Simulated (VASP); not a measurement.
Input of a VASP 6.6.1 run:

The input INCAR:

```
ALGO = Normal ; EDIFF = 1E-6
ENCUT = 600 ; GGA = PE
GGA_COMPAT = F ; ISIF = 2
ISMEAR = -1 ; LASPH = T
LCHARG = F ; LREAL = F
LWAVE = F ; NBANDS = 11
NELM = 120 ; PREC = Accurate
SIGMA = 0.05
```

KPOINTS

```
k-points
0
Gamma
  8 8 8
```

Contents of POSCAR:

```
MgO
1.0
    0.0000000000      2.1085000000      2.1085000000
    2.1085000000      0.0000000000      2.1085000000
    2.1085000000      2.1085000000      0.0000000000
Mg O
1 1
Direct
    0.0000000000      0.0000000000      0.0000000000
    0.5000000000      0.5000000000      0.5000000000
```

Potentials or basis: VASP PAW PBE potentials, release 64 (Mg, O).

Launch:

```console
$ cat potpaw_PBE.64/Mg/POTCAR potpaw_PBE.64/O/POTCAR > POTCAR
$ mpirun -np 1 vasp_std > vasp.out
```

(1) Predict the band gap on the k mesh.

(2) What does it give for the pressure?

## Answers

(1) 4.69 eV.

(2) 3.1 GPa.

Caveat: the cell stands under pressure.
